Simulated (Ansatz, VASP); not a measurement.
**One calculation of Nb, two programs**

The input INCAR:

```
SYSTEM = Nb
PREC = Accurate
ENCUT = 400
EDIFF = 1E-6
ISMEAR = 0
SIGMA = 0.1
LREAL = .False.
LASPH = .True.
NELM = 120
ALGO = Normal
ISIF = 2
LWAVE = .False.
LCHARG = .False.
LDIPOL = .True.
IDIPOL = 3
DIPOL = 0.5 0.5 0.288
GGA = CA
NBANDS = 26
GGA_COMPAT = .False.
NELMDL = -8
```

The input KPOINTS:

```
regular mesh
0
Gamma
  9 9 1
  0 0 0
```

The input POSCAR:

```
Nb
1.0
    2.9270177637      0.0000000000      0.0000000000
    0.0000000000      2.9270177637      0.0000000000
    0.0000000000      0.0000000000     21.1957939222
Nb
3
Direct
    0.5000000000      0.5000000000      0.1887166867
    0.0000000000      0.0000000000      0.2876907936
    0.5000000000      0.5000000000      0.3866707684
```

Input for Ansatz:

```yaml
crystal:
  lattice:
    - [2.9270177637, 0.0, 0.0]
    - [0.0, 2.9270177637, 0.0]
    - [0.0, 0.0, 21.1957939222]
  atoms:
    - { symbol: Nb, position: [0.5, 0.5, 0.1887166867] }
    - { symbol: Nb, position: [0.0, 0.0, 0.2876907936] }
    - { symbol: Nb, position: [0.5, 0.5, 0.3866707684] }
basis:
  ecutwfc: 420
kpoints:
  mp_grid: { grid: [9, 9, 1] }
hamiltonian:
  xc: lda
scf:
  occupations: { method: gaussian, width: 0.1 }
output:
  forces: true
  eigenvalues: true
efield:
  axis: 3
  dipole_correction: true
  ramp_width: 0.04
```

Alike in both runs: task single point; functional LDA; k mesh 9 × 9 × 1; occupations gaussian, width 0.1 eV; no spin polarisation.

```csv
,VASP,Ansatz
version,VASP 6.6.1,Ansatz 0.2.0
potentials or method,"VASP PAW LDA potentials, release 64 (Nb_sv), cutoff 400 eV","scalar-relativistic, plane waves, PAW"
valence electrons in the cell,39,39
```

Ansatz gave:

| Property | Result |
| --- | --- |
| gap on the k mesh at the Fermi level (eV) | none |
| rms of the force components (eV/Å) | 0.003 |

Q: Estimate VASP's values.

A: gap on the k mesh at the Fermi level (eV): none; rms of the force components (eV/Å): 0.005.

LDA's correlation is that of Perdew and Zunger in VASP and of Perdew and Wang (1992) in Ansatz. Atom by atom the forces differ by 0.002 eV/Å (rms over components). A gap of «none» marks a metal or a gap that the smearing closes.
